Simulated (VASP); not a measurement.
Runs of VASP 6.6.1 on BeS. It takes space group F-43m (No. 216, cubic). Conventional cell: a = 4.869 Å, b = 4.869 Å, c = 4.869 Å, α = 90.00°, β = 90.00°, γ = 90.00°. Within 2.8 Å of Be (site symmetry -43m) lie 4 S at 2.11 Å. Within 2.8 Å of S (site symmetry -43m) lie 4 Be at 2.11 Å. 

```csv
task,level,potentials or basis,k mesh,cutoff (eV),smearing,GW scheme,GW iterations,cutoff of the response function,frequency points,empty bands,gap on the mesh (eV),pressure (GPa)
single point,r2SCAN,"VASP PAW PBE potentials, release 64 (Be, S)",6 × 6 × 6,520,gaussian 0.001 eV,-,-,-,-,-,3.60,0.3
single point,PBEsol,"VASP PAW PBE potentials, release 64 (Be, S)",6 × 6 × 6,520,gaussian 0.01 eV,-,-,-,-,-,2.95,-1.6
single point,r2SCAN,"VASP PAW PBE potentials, release 64 (Be, S)",6 × 6 × 6,520,methfessel-paxton 0.001 eV,-,-,-,-,-,3.60,0.3
single point,r2SCAN,"VASP PAW PBE potentials, release 64 (Be, S)",6 × 6 × 6,520,fermi-dirac 0.001 eV,-,-,-,-,-,3.60,0.3
single point,PBE,"VASP PAW PBE potentials, release 64 (Be, S)",4 × 4 × 4,520,gaussian 0.01 eV,-,-,-,-,-,(a),1.0
single point,r2SCAN,"VASP PAW PBE potentials, release 64 (Be, S)",6 × 6 × 6,520,gaussian 0.01 eV,-,-,-,-,-,3.60,0.3
```

Alike in all rows: no spin polarisation; cell as given.

**Question.** Estimate the missing entries.

**Answer.** (a) 3.12.

Caveats: some runs use coarse meshes; the PAW data sets were made with another functional, which shifts forces and pressure a little (some runs).

A k mesh can miss the band edges.
